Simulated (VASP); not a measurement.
Wanted: the native input for a VASP 6.6.1 run.

```yaml
Task: single point
Functional: PBE
Potentials_or_basis: VASP PAW PBE potentials, release 64 (Zr_sv, N)
Cutoff: 600 eV
k_mesh: 9 × 9 × 9
Occupations: fermi-dirac, width 0.1 eV
Spin: no spin polarisation
Dipole_correction: no
Further_INCAR_settings: ALGO = Normal; EDIFF = 1e-06; NBANDS = 16
```

The structure of ZrN lies in POSCAR:

```
ZrN
1.0
    0.0000000000      2.2530480500      2.2530480500
    2.2530480500      0.0000000000      2.2530480500
    2.2530480500      2.2530480500      0.0000000000
Zr N
1 1
Direct
    0.5000000000      0.5000000000      0.5000000000
    0.0000000000      0.0000000000      0.0000000000
```

These files were run (other wordings do the same):

INCAR

```
SYSTEM = ZrN
ALGO = Normal
EDIFF = 1E-6
ENCUT = 600
GGA = PE
GGA_COMPAT = .False.
ISIF = 2
ISMEAR = -1
LASPH = .True.
LCHARG = .False.
LREAL = .False.
LWAVE = .False.
NBANDS = 16
NELM = 120
PREC = Accurate
SIGMA = 0.1
```

KPOINTS

```
k-points
0
Gamma
  9 9 9
  0 0 0
```

Potentials or basis: VASP PAW PBE potentials, release 64 (Zr_sv, N).

Launch:

```sh
$ cat potpaw_PBE.64/Zr_sv/POTCAR potpaw_PBE.64/N/POTCAR > POTCAR
$ mpirun -np 1 vasp_std > vasp.out
```

It gave:

```yaml
Pressure: 16.7 GPa
```

It took 27 s on 1 thread of Intel Xeon 8259CL (shared host), peak memory 0.16 GiB.
